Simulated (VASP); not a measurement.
Wanted: the native input for a VASP 6.6.1 run.

| Item | Value |
| --- | --- |
| Task | single point |
| Functional | PBE |
| Potentials or basis | VASP PAW PBE potentials, release 64 (Os, Sb) |
| Cutoff | 520 eV |
| k mesh | 12 × 12 × 12 |
| Occupations | gaussian, width 0.05 eV |
| Spin | no spin polarisation |
| Dipole correction | no |
| Further INCAR settings | ALGO = Normal; EDIFF = 1e-07; NBANDS = 14 |

The structure of SbOs lies in POSCAR:

```
SbOs
1.0
    0.0000000000      2.7493264654      2.7493264654
    2.7493264654      0.0000000000      2.7493264654
    2.7493264654      2.7493264654      0.0000000000
Os Sb
1 1
Direct
    0.5000000000      0.5000000000      0.5000000000
    0.0000000000      0.0000000000      0.0000000000
```

This cell differs from its parent crystal: volume scaled by 1.040.

The input as run:

INCAR

```
PREC     = Accurate       # precision mode
ENCUT    = 520            # plane-wave cutoff, eV
EDIFF    = 1E-7           # SCF threshold, eV
ISMEAR   = 0              # smearing method
SIGMA    = 0.05           # smearing width, eV
LREAL    = F              # projectors in reciprocal space
LASPH    = T              # aspherical terms in the spheres
NELM     = 60             # most SCF steps
ALGO     = Normal         # electronic algorithm
ISIF     = 2              # what is computed and relaxed
LWAVE    = F              # write WAVECAR
LCHARG   = F              # write CHGCAR
GGA      = PE             # functional
NBANDS   = 14             # bands
```

KPOINTS

```
Automatic mesh
0
Gamma
  12 12 12
```

Potentials or basis: VASP PAW PBE potentials, release 64 (Os, Sb).

The run is started by

```bash
$ cat potpaw_PBE.64/Os/POTCAR potpaw_PBE.64/Sb/POTCAR > POTCAR
$ mpirun -np 1 vasp_std > vasp.out
```

Results of the run:

* Pressure: -5.6 GPa

Wall time 23 s on 1 thread of Intel(R) Xeon(R) 6975P-C (Granite Rapids), with other jobs on the host, peak memory 0.19 GiB.
